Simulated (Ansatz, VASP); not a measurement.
# Two plane-wave programs on Al5Ru3

```
Ru Al
1.0
     4.16742    0.00000    0.00000
     0.00000    3.10387    0.00000
     0.00000    0.00000    8.39246
Ru Al
3 5
Direct
  0.00000 0.50000 0.26439
  0.00000 0.50000 0.73561
  0.50000 0.50000 0.00000
  0.00000 0.00000 0.00000
  0.00000 0.00000 0.50000
  0.50000 0.50000 0.50000
  0.50000 0.00000 0.23327
  0.50000 0.00000 0.76673
```

Alike in both runs: functional PBEsol; k mesh 6 × 6 × 4; occupations gaussian, width 0.1 eV; no spin polarisation.

Ansatz relaxed the structure, and its values are those at the end. VASP's run is a single point on that final structure, the one shown.

```csv
,VASP,Ansatz
version,VASP 6.6.1,Ansatz 0.2.0
potentials or method,"VASP PAW PBE potentials, release 64 (Ru_pv, Al), cutoff 520 eV","scalar-relativistic, plane waves, PAW"
valence electrons in the cell,57,63
```

|  | VASP | Ansatz | Ansatz less VASP |
| --- | --- | --- | --- |
| gap on the k mesh at the Fermi level (eV) | none | none | - |
| pressure (GPa) | 0.2 | 0.1 | -0.17 |
| rms of the force components (eV/Å) | 0.014 | 0.011 | -0.0029 |

VASP's potentials were made for PBE, not for PBEsol. A gap of «none» marks a metal or a gap that the smearing closes. VASP's potentials hold 57 valence electrons a cell and Ansatz's 63, so a difference there can come from the potentials and not from the codes.
